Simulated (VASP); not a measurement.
# Se (Pm-3m) in VASP: notebook

The runs below take Se through single point, relaxation of cell and atoms, with PBE.

Program: VASP 6.6.1. These are calculated values, not measurements. Logs are shortened: lines on timing, memory, paths and dates and some standing lists are left out, and cuts for length are marked.

## (1) The cell of the first run

It takes space group Pm-3m (No. 221, cubic). The conventional cell has a = 5.140 Å, b = 5.140 Å, c = 5.140 Å, α = 90.00°, β = 90.00°, γ = 90.00°. Within 3.4 Å of Se (site symmetry m-3m) lie 6 Se at 2.57 Å. Within 3.4 Å of Se (site symmetry 4/mmm) lie 2 Se at 2.57 Å.

The cell was built from a structure type or drawn by symmetry, and may not be a known phase.

## (2) Single point, PBE

INCAR reads:

```
  PREC = Accurate
  ENCUT = 520
  EDIFF = 1E-6
  ISMEAR = 0
  SIGMA = 0.1
  LREAL = F
  LASPH = T
  NELM = 100
  ALGO = Normal
  ISIF = 2
  LWAVE = F
  LCHARG = F
  GGA = PE
  NBANDS = 20
```

KPOINTS reads:

```
Automatic mesh
0
Gamma
  10 10 10
```

POSCAR reads:

```
Se
1.0
    5.1398066623      0.0000000000      0.0000000000
    0.0000000000      5.1398066623      0.0000000000
    0.0000000000      0.0000000000      5.1398066623
Se
4
Direct
    0.0000000000      0.0000000000      0.0000000000
    0.5000000000      0.0000000000      0.0000000000
    0.0000000000      0.5000000000      0.0000000000
    0.0000000000      0.0000000000      0.5000000000
```

Potentials or basis: VASP PAW PBE potentials, release 64 (Se).

The run is started by

```console
> cat potpaw_PBE.64/Se/POTCAR > POTCAR
> mpirun -np 1 vasp_std > vasp.out
```

OUTCAR:

```text
PREC = Accurate
   ENCUT = 520
   EDIFF = 1E-6
   ISMEAR = 0
   LREAL = F
   LASPH = T
   NELM = 100
   ISIF = 2
   GGA = PE

 ion  position               nearest neighbor table
   1  0.000  0.000  0.000-   2 2.57   3 2.57   4 2.57   4 2.57   3 2.57   2 2.57
   2  0.500  0.000  0.000-   1 2.57   1 2.57
   3  0.000  0.500  0.000-   1 2.57   1 2.57
   4  0.000  0.000  0.500-   1 2.57   1 2.57

  LATTYP: Found a simple cubic cell.
 ALAT       =     5.1398066623

  Lattice vectors:

 A1 = (   5.1398066623,   0.0000000000,   0.0000000000)
 A2 = (   0.0000000000,   5.1398066623,   0.0000000000)
 A3 = (   0.0000000000,   0.0000000000,   5.1398066623)

Analysis of symmetry for initial positions (statically):
=====================================================================
 Subroutine PRICEL returns:
 Original cell was already a primitive cell.

 Routine SETGRP: Setting up the symmetry group for a
 simple cubic supercell.

 Subroutine GETGRP returns: Found 48 space group operations
 (whereof 48 operations were pure point group operations)
 out of a pool of 48 trial point group operations.

The static configuration has the point symmetry O_h .

Analysis of symmetry for dynamics (positions and initial velocities):
=====================================================================
 Subroutine PRICEL returns:
 Original cell was already a primitive cell.

 Routine SETGRP: Setting up the symmetry group for a
 simple cubic supercell.

 Subroutine GETGRP returns: Found 48 space group operations
 (whereof 48 operations were pure point group operations)
 out of a pool of 48 trial point group operations.

The dynamic configuration has the point symmetry O_h .

 Subroutine INISYM returns: Found 48 space group operations
 (whereof 48 operations are pure point group operations),
 and found     1 'primitive' translations

----------------------------------------------------------------------------------------

                                     Primitive cell

  volume of cell :     135.7814

  direct lattice vectors                    reciprocal lattice vectors
     5.139806662  0.000000000  0.000000000     0.194559847  0.000000000  0.000000000
     0.000000000  5.139806662  0.000000000     0.000000000  0.194559847  0.000000000
     0.000000000  0.000000000  5.139806662     0.000000000  0.000000000  0.194559847

  length of vectors
     5.139806662  5.139806662  5.139806662     0.194559847  0.194559847  0.194559847

  position of ions in fractional coordinates (direct lattice)
     0.000000000  0.000000000  0.000000000
     0.500000000  0.000000000  0.000000000
     0.000000000  0.500000000  0.000000000
     0.000000000  0.000000000  0.500000000

  ion indices of the primitive-cell ions
   primitive index   ion index
                 1           1
                 2           2
                 3           3
                 4           4

----------------------------------------------------------------------------------------

 KPOINTS: Automatic mesh

Automatic generation of k-mesh.
 Grid dimensions read from file:
 generate k-points for:   10   10   10

 Generating k-lattice:

  Cartesian coordinates                     Fractional coordinates (reciprocal lattice)
     0.019455985  0.000000000  0.000000000     0.100000000  0.000000000  0.000000000
     0.000000000  0.019455985  0.000000000     0.000000000  0.100000000  0.000000000
     0.000000000  0.000000000  0.019455985     0.000000000  0.000000000  0.100000000

  Length of vectors
     0.019455985  0.019455985  0.019455985

  Shift w.r.t. Gamma in fractional coordinates (k-lattice)
     0.000000000  0.000000000  0.000000000

 Subroutine IBZKPT returns following result:
 ===========================================

 Found     56 irreducible k-points:

 Following reciprocal coordinates:
            Coordinates               Weight
  0.000000  0.000000  0.000000      1.000000
  0.100000  0.000000  0.000000      6.000000
  0.200000  0.000000  0.000000      6.000000
  0.300000  0.000000  0.000000      6.000000
  0.400000  0.000000  0.000000      6.000000
  0.500000  0.000000  0.000000      3.000000
[... 16 lines left out ...]
  0.200000  0.100000  0.100000     24.000000
  0.300000  0.100000  0.100000     24.000000
 [... further k-points ...]
   k-points           NKPTS =     56   k-points in BZ     NKDIM =     56   number of bands    NBANDS=     20
   number of dos      NEDOS =    301   number of ions     NIONS =      4
   total plane-waves  NPLWV =  64000
   dimension x,y,z NGX =    40 NGY =   40 NGZ =   40
   dimension x,y,z NGXF=    80 NGYF=   80 NGZF=   80
   ions per type =               4
   NGX,Y,Z   is equivalent  to a cutoff of  12.94, 12.94, 12.94 a.u.
   NGXF,Y,Z  is equivalent  to a cutoff of  25.88, 25.88, 25.88 a.u.
 SYSTEM =  unknown system
   PREC   = accura    normal or accurate (medium, high low for compatibility)
   ISTART =      0    job   : 0-new  1-cont  2-samecut
   ICHARG =      2    charge: 1-file 2-atom 10-const
   ISPIN  =      1    spin polarized calculation?
   LNONCOLLINEAR =      F non collinear calculations
   LSORBIT =      F    spin-orbit coupling
   LASPH  =      T    aspherical Exc in radial PAW
   ENCUT  =  520.0 eV  38.22 Ry    6.18 a.u.   9.56  9.56  9.56*2*pi/ulx,y,z
   NELM   =    100;   NELMIN=  2; NELMDL= -5     # of ELM steps
   EDIFF  = 0.1E-05   stopping-criterion for ELM
   LREAL  =      F    real-space projection
   EDIFFG = 0.1E-04   stopping-criterion for IOM
   NSW    =      0    number of steps for IOM
   IBRION =     -1    ionic relax: 0-MD 1-quasi-New 2-CG
   NFREE  =      0    steps in history (QN), initial steepest desc. (CG)
   ISIF   =      2    stress and relaxation
   ISYM   =      2    0-nonsym 1-usesym 2-fastsym
   POTIM  = 0.5000    time-step for ionic-motion
   TEBEG  =    0.0;   TEEND  =   0.0 temperature during run
   PSTRESS=    0.0 pullay stress
   NELECT =      24.0000    total number of electrons
   NUPDOWN=      -1.0000    fix difference up-down
   EMIN   =  10.00;   EMAX   =-10.00  energy-range for DOS
   EFERMI =   0.00;   METHOD = LEGACY
   ISMEAR =     0;   SIGMA  =   0.10  broadening in eV -4-tet -1-fermi 0-gaus
   EFERMI_NEDOS =   21; number of points for ismear=-14 and -15
   IALGO  =     38    algorithm
   IMIX   =      4    mixing-type and parameters
     AMIX     =   0.40;   BMIX     =  1.00
     AMIX_MAG =   1.60;   BMIX_MAG =  1.00
  volume/ion in A,a.u.               =      33.95       229.07
  Fermi-wavevector in a.u.,A,eV,Ry     =   0.918752  1.736190 11.484758  0.844106
  Thomas-Fermi vector in A             =   2.043869
   LORBIT       =      0    0 simple, 1 ext, 2 COOP (PROOUT), +10 PAW based schemes
   GGA     = PE    functional components
   LHFCALC =     F    Hartree Fock is set to
   AEXX    =    0.0000 exact exchange contribution
   IVDW    =     0    specifies the selected vdW correction
   LEPSILON=     F    determine dielectric tensor
   LRPA    =     F    only Hartree local field effects (RPA)
 non-spin polarized calculation
 Gauss-broadening in eV      SIGMA  =   0.10
  energy-cutoff  :      520.00
  volume of cell :      135.78
 maximum number of plane-waves:      3743
 NGX is ok and might be reduce to    40
   NGX = 19   NGY = 19   NGZ = 19

 number of electron      24.0000010 magnetization

 Free energy of the ion-electron system (eV)
  ---------------------------------------------------
  ext. energy  EPLUGINS =         0.00000000
  ---------------------------------------------------
  free energy    TOTEN  =       -11.01148213 eV

  energy without entropy =      -10.98312232  energy(sigma->0) =      -10.99730222

 E-fermi :   0.3989     XC(G=0):  -7.6951

 val. band max:        0.3972422318   @ k =   0.2000   0.2000   0.2000
 cond. band min:       0.4104515990   @ k =   0.5000   0.4000   0.1000
 fundamental gap:      0.0132093672
 Fermi energy:         0.3989011235

 k-point     1 :       0.0000    0.0000    0.0000
  band No.  band energies     occupation
      1     -15.2558      2.00000
      2     -11.1902      2.00000
      3     -11.1902      2.00000
      4      -9.2691      2.00000
      5      -5.8190      2.00000
      6      -5.8190      2.00000
[... 12 lines left out ...]
     19       6.1991      0.00000
     20       6.1991      0.00000

 k-point     2 :       0.1000    0.0000    0.0000
  band No.  band energies     occupation
      1     -15.2305      2.00000
      2     -11.2569      2.00000
      3     -11.1890      2.00000
      4      -9.3747      2.00000
      5      -5.8067      2.00000
      6      -5.8067      2.00000
[... 12 lines left out ...]
     19       6.4287      0.00000
     20       6.4287      0.00000

 k-point     3 :       0.2000    0.0000    0.0000
  band No.  band energies     occupation
      1     -15.1605      2.00000
      2     -11.4446      2.00000
      3     -11.1857      2.00000
      4      -9.5751      2.00000
      5      -5.7737      2.00000
      6      -5.7737      2.00000
[... 12 lines left out ...]
     19       6.9984      0.00000
     20       6.9984      0.00000

 k-point     4 :       0.3000    0.0000    0.0000
  band No.  band energies     occupation
      1     -15.0655      2.00000
      2     -11.6963      2.00000
      3     -11.1817      2.00000
      4      -9.7306      2.00000
      5      -5.7314      2.00000
      6      -5.7314      2.00000
[... 429 lines left out ...]
 k-point    23 :       0.2000    0.1000    0.1000
  band No.  band energies     occupation
      1     -15.1074      2.00000
      2     -11.4545      2.00000
      3     -11.2789      2.00000
      4      -9.8009      2.00000
      5      -5.5127      2.00000
      6      -5.4393      2.00000
[... 12 lines left out ...]
     19       7.1060      0.00000
     20       7.1602      0.00000

 k-point    24 :       0.3000    0.1000    0.1000
  band No.  band energies     occupation
      1     -15.0100      2.00000
      2     -11.6953      2.00000
      3     -11.2742      2.00000
      4      -9.9649      2.00000
      5      -5.4701      2.00000
      6      -5.3928      2.00000
[... 12 lines left out ...]
     19       7.7792      0.00000
     20       7.8178      0.00000

 [... further k-points ...]

------------------------ aborting loop because EDIFF is reached ----------------------------------------

  FORCE on cell =-STRESS in cart. coord.  units (eV):
  Direction    XX          YY          ZZ          XY          YZ          ZX
  --------------------------------------------------------------------------------------
  -------------------------------------------------------------------------------------
  Total        0.0144399      0.0144399      0.0144399      0.0000000      0.0000000     -0.0000000
  in kB        0.1703857      0.1703857      0.1703857      0.0000000      0.0000000     -0.0000000
  external PRESSURE =       0.1703857 kB  Pullay stress =       0.0000000 kB

 VOLUME and BASIS-vectors are now :
 -----------------------------------------------------------------------------
  energy-cutoff  :      520.00
  volume of cell :      135.78
      direct lattice vectors                 reciprocal lattice vectors
     5.139806662  0.000000000  0.000000000     0.194559847  0.000000000  0.000000000
     0.000000000  5.139806662  0.000000000     0.000000000  0.194559847  0.000000000
     0.000000000  0.000000000  5.139806662     0.000000000  0.000000000  0.194559847

 POSITION                                       TOTAL-FORCE (eV/Angst)
 -----------------------------------------------------------------------------------
      0.00000      0.00000      0.00000         0.000000      0.000000      0.000000
      2.56990      0.00000      0.00000         0.000000      0.000000      0.000000
      0.00000      2.56990      0.00000         0.000000      0.000000      0.000000
      0.00000      0.00000      2.56990         0.000000      0.000000      0.000000
 -----------------------------------------------------------------------------------
    total drift:                                0.000000      0.000000     -0.000000

  FREE ENERGIE OF THE ION-ELECTRON SYSTEM (eV)
  ---------------------------------------------------
  free  energy   TOTEN  =       -11.0114821301 eV

  energy  without entropy=      -10.9831223153  energy(sigma->0) =      -10.99730222
```

Wall time 55 s (1 thread of Intel Xeon 6975P-C (Granite Rapids), shared host); peak memory 0.29 GiB.

Results:

| Item | Value |
| --- | --- |
| Free energy | -11.0115 eV |
| Pressure | 0.0 GPa |
| Band gap on the k mesh | zero (bands 12 and 13 overlap by 0.70 eV) |

Levels at points of the mesh, in eV from the Fermi level:
| k point | band 10 | band 11 | band 12 | band 13 | band 14 | band 15 |
| --- | --- | --- | --- | --- | --- | --- |
| (0.00, 0.00, 0.00) | -0.35 | -0.35 | -0.35 | -0.35 | 5.00 | 5.54 |
| (0.50, 0.00, 0.00) | -0.68 | -0.66 | -0.32 | -0.32 | 0.04 | 5.51 |
| (0.50, 0.50, 0.00) | -1.06 | -1.06 | -0.14 | -0.14 | -0.10 | 0.81 |
| (0.50, 0.50, 0.50) | -1.43 | -1.17 | -1.17 | 0.50 | 0.82 | 0.82 |

## (3) Relaxation of cell and atoms, PBE

This run uses another cell than the first one, of 34.73 Å³/atom.

INCAR reads:

```
SYSTEM = Se
PREC = Accurate ; ENCUT = 600
EDIFF = 1E-7 ; ISMEAR = 0
SIGMA = 0.1 ; LREAL = .False.
LASPH = .True. ; NELM = 60
ALGO = Normal ; ISIF = 3
LWAVE = .False. ; LCHARG = .False.
GGA = PE ; IBRION = 2
NSW = 100 ; EDIFFG = -0.01
```

KPOINTS reads:

```
regular mesh
0
Gamma
  10 10 10
  0 0 0
```

POSCAR reads:

```
Se
1.0
    5.1790352584      0.0000000000      0.0000000000
    0.0000000000      5.1790352584      0.0000000000
    0.0000000000      0.0000000000      5.1790352584
Se
4
Direct
    0.0000000000      0.0000000000      0.0000000000
    0.5000000000      0.0000000000      0.0000000000
    0.0000000000      0.5000000000      0.0000000000
    0.0000000000      0.0000000000      0.5000000000
```

Potentials or basis: VASP PAW PBE potentials, release 64 (Se).

The run is started by

```console
> cat potpaw_PBE.64/Se/POTCAR > POTCAR
> mpirun -np 1 vasp_std > vasp.out
```

Wall time 2.3 min (1 thread of Intel Xeon 6975P-C (Granite Rapids), shared host); peak memory 0.34 GiB.

It converged, with:

```yaml
Free_energy: -11.0116 eV
Relaxed_volume: 33.96 Å³/atom
Relaxed_cell: a = 5.140 Å, b = 5.140 Å, c = 5.140 Å, α = 90.00°, β = 90.00°, γ = 90.00°
Space_group_after_relaxing_to_0.1_Å: Pm-3m (No. 221)
Energy_gained_by_relaxing: 1.9 meV/atom
Ionic_steps: 3
Pressure_after_relaxing: 0.0 GPa
Band_gap_on_the_k_mesh: zero (bands 12 and 13 overlap by 0.70 eV)
```

The path:
| step | energy change (eV) | largest force (eV/Å) | pressure (GPa) | volume (Å³) |
| --- | --- | --- | --- | --- |
| 1 | 0.0000 | 0.0000 | -0.75 | 138.91 |
| 2 | -0.0074 | 0.0000 | 0.05 | 135.66 |
| 3 | -0.0074 | 0.0000 | 0.00 | 135.83 |

Final structure:
```
Se
1.0
     5.14048    0.00000    0.00000
     0.00000    5.14048    0.00000
     0.00000    0.00000    5.14048
Se
4
Direct
  0.00000 0.00000 0.00000
  0.50000 0.00000 0.00000
  0.00000 0.50000 0.00000
  0.00000 0.00000 0.50000
```

Levels at points of the mesh, in eV from the Fermi level:
| k point | band 10 | band 11 | band 12 | band 13 | band 14 | band 15 |
| --- | --- | --- | --- | --- | --- | --- |
| (0.00, 0.00, 0.00) | -0.35 | -0.35 | -0.35 | -0.35 | 5.00 | 5.54 |
| (0.50, 0.00, 0.00) | -0.68 | -0.66 | -0.32 | -0.32 | 0.04 | 5.51 |
| (0.50, 0.50, 0.00) | -1.06 | -1.06 | -0.14 | -0.14 | -0.10 | 0.81 |
| (0.50, 0.50, 0.50) | -1.43 | -1.17 | -1.17 | 0.49 | 0.82 | 0.82 |
